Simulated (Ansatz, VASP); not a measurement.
# Sb: VASP beside Ansatz

```
Sb
1.0
     3.03115    0.00000    0.00000
     0.00000    3.03115    0.00000
     0.00000    0.00000    3.28690
Sb
1
Direct
  0.00000 0.00000 0.00000
```

Alike in both runs: functional PBE; k mesh 6 × 6 × 4; occupations gaussian, width 0.1 eV; no spin polarisation.

Ansatz relaxed the structure, and its values are those at the end. VASP's run is a single point on that final structure, the one shown.

|  | VASP | Ansatz |
| --- | --- | --- |
| version | VASP 6.6.1 | Ansatz 0.2.0 |
| potentials or method | VASP PAW PBE potentials, release 64 (Sb), cutoff 520 eV | scalar-relativistic, plane waves, PAW |
| valence electrons in the cell | 5 | 15 |

```tsv
	VASP	Ansatz	Ansatz less VASP
gap on the k mesh at the Fermi level (eV)	none	none	-
pressure (GPa)	0.0	0.0	+0.02
```

A gap of «none» marks a metal or a gap that the smearing closes. The functional is the same, so the differences come from potentials, cutoffs and numerics. VASP's potentials hold 5 valence electrons a cell and Ansatz's 15, so a difference there can come from the potentials and not from the codes.

The k mesh is coarse, so the values compare programs but aren't converged. Neither program's run includes spin-orbit coupling.
